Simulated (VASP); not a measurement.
A run of VASP 6.6.1:

The input INCAR:

```
PREC = Accurate ; ENCUT = 400
EDIFF = 1E-8 ; ISMEAR = -1
SIGMA = 0.05 ; LREAL = False
LASPH = True ; NELM = 120
ALGO = Normal ; ISIF = 2
LWAVE = False ; LCHARG = False
GGA = PS ; LEFG = True
NBANDS = 12 ; GGA_COMPAT = False
```

File KPOINTS:

```
Automatic mesh
0
Gamma
  9 9 9
```

POSCAR

```
Sb
1.0
    2.1506003320      1.2416496806      3.7814400000
   -2.1506003320      1.2416496806      3.7814400000
    0.0000000000     -2.4832993611      3.7814400000
Sb
2
Direct
    0.2336400000      0.2336400000      0.2336400000
    0.7663600000      0.7663600000      0.7663600000
```

Potentials or basis: VASP PAW PBE potentials, release 64 (Sb).

Launch:

```console
$ cat potpaw_PBE.64/Sb/POTCAR > POTCAR
$ mpirun -np 1 vasp_std > vasp.out
```

Hardware: 1 thread of Intel Xeon 8259CL, with other jobs on the host.

Q: Estimate the wall time of this run.

A: It took 75 s on 1 thread of Intel Xeon 8259CL, with other jobs on the host, peak memory 0.18 GiB. Counts: scf iterations 14, k points 85.
